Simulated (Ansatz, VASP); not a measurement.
## HfAl5N6: VASP beside Ansatz

Contents of INCAR:

```
PREC = Accurate ; ENCUT = 600
EDIFF = 1E-6 ; ISMEAR = 0
SIGMA = 0.1 ; LREAL = False
LASPH = True ; NELM = 120
ALGO = Normal ; ISIF = 2
LWAVE = False ; LCHARG = True
GGA = PE ; LELF = True
LVHAR = True ; NBANDS = 40
GGA_COMPAT = False
```

KPOINTS

```
Automatic mesh
0
Gamma
  6 6 1
```

The input POSCAR:

```
HfAl5N6
1.0
    3.3495991800      0.0000000000      0.0000000000
   -1.6747995900      2.9008379800      0.0000000000
    0.0000000000      0.0000000000     16.4096176800
Hf Al N
1 5 6
Direct
    0.0000000000      0.0000000000      0.5000000000
    0.3333333300      0.6666666700      0.8333333300
    0.6666666700      0.3333333300      0.6666666700
    0.3333333300      0.6666666700      0.3333333300
    0.6666666700      0.3333333300      0.1666666700
    0.0000000000      0.0000000000      0.0000000000
    0.0000000000      0.0000000000      0.7500000000
    0.3333333300      0.6666666700      0.5833333300
    0.6666666700      0.3333333300      0.4166666700
    0.0000000000      0.0000000000      0.2500000000
    0.3333333300      0.6666666700      0.0833333300
    0.6666666700      0.3333333300      0.9166666700
```

Input for Ansatz:

```yaml
crystal:
  lattice:
    - [3.34959918, 0.0, 0.0]
    - [-1.67479959, 2.90083798, 0.0]
    - [0.0, 0.0, 16.40961768]
  atoms:
    - { symbol: Hf, position: [0.0, 0.0, 0.5] }
    - { symbol: Al, position: [0.33333333, 0.66666667, 0.83333333] }
    - { symbol: Al, position: [0.66666667, 0.33333333, 0.66666667] }
    - { symbol: Al, position: [0.33333333, 0.66666667, 0.33333333] }
    - { symbol: Al, position: [0.66666667, 0.33333333, 0.16666667] }
    - { symbol: Al, position: [0.0, 0.0, 0.0] }
    - { symbol: "N", position: [0.0, 0.0, 0.75] }
    - { symbol: "N", position: [0.33333333, 0.66666667, 0.58333333] }
    - { symbol: "N", position: [0.66666667, 0.33333333, 0.41666667] }
    - { symbol: "N", position: [0.0, 0.0, 0.25] }
    - { symbol: "N", position: [0.33333333, 0.66666667, 0.08333333] }
    - { symbol: "N", position: [0.66666667, 0.33333333, 0.91666667] }
basis:
  ecutwfc: 420
kpoints:
  mp_grid: { grid: [6, 6, 1] }
hamiltonian:
  xc: pbe
scf:
  occupations: { method: gaussian, width: 0.1 }
  lower_state_search: "off"
output:
  forces: true
  stress: true
  eigenvalues: true
```

Alike in both runs: task single point; functional PBE; k mesh 6 × 6 × 1; occupations gaussian, width 0.1 eV; no spin polarisation.

```csv
,VASP,Ansatz
version,VASP 6.6.1,Ansatz 0.2.0
potentials or method,"VASP PAW PBE potentials, release 64 (Hf_pv, Al, N), cutoff 600 eV","scalar-relativistic, plane waves, PAW"
valence electrons in the cell,55,71
```

```tsv
	VASP	Ansatz	Ansatz less VASP
gap on the k mesh at the Fermi level (eV)	none	none	-
rms of the force components (eV/Å)	0.315	0.325	+0.0101
```

Atom by atom the forces differ by 0.022 eV/Å (rms over components). A gap of «none» marks a metal or a gap that the smearing closes. With one functional, cell and mesh, what is left measures potentials, basis and numerics. VASP's potentials hold 55 valence electrons a cell and Ansatz's 71, so a difference there can come from the potentials and not from the codes.

The k mesh is coarse, so the values compare programs but aren't converged. Spin-orbit coupling is off throughout.
